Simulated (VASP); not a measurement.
Here is a VASP 6.6.1 calculation.

File INCAR:

```
SYSTEM = Co
  PREC = Accurate
  ENCUT = 520
  EDIFF = 1E-7
  ISMEAR = -1
  SIGMA = 0.1
  LREAL = .False.
  LASPH = .True.
  NELM = 100
  ALGO = Normal
  ISIF = 2
  LWAVE = .False.
  LCHARG = .False.
  GGA = PE
  ISYM = 0
  NBANDS = 16
```

Contents of KPOINTS:

```
Automatic mesh
0
Gamma
  13 8 11
  0 0 0
```

POSCAR

```
Co
1.0
    0.0000000000     -1.7865000000     -1.7865000000
   -3.5730000000     -1.7865000000     -1.7865000000
    0.0000000000      1.7865000000     -1.7865000000
Co
2
Direct
    0.0000000000      0.0000000000      0.0000000000
    0.0000000000      0.5000000000      0.5000000000
```

Potentials or basis: VASP PAW PBE potentials, release 64 (Co).

Command:

```console
$ cat potpaw_PBE.64/Co/POTCAR > POTCAR
$ mpirun -np 1 vasp_std > vasp.out
```

(1) Predict the band gap on the k mesh.

(2) Predict the pressure.

Answers

(1) zero (bands 9 and 10 overlap by 1.18 eV).

(2) -19.7 GPa.

Caveat: the cell stands under tension; the run has no spin polarisation, though such a crystal can be magnetic.
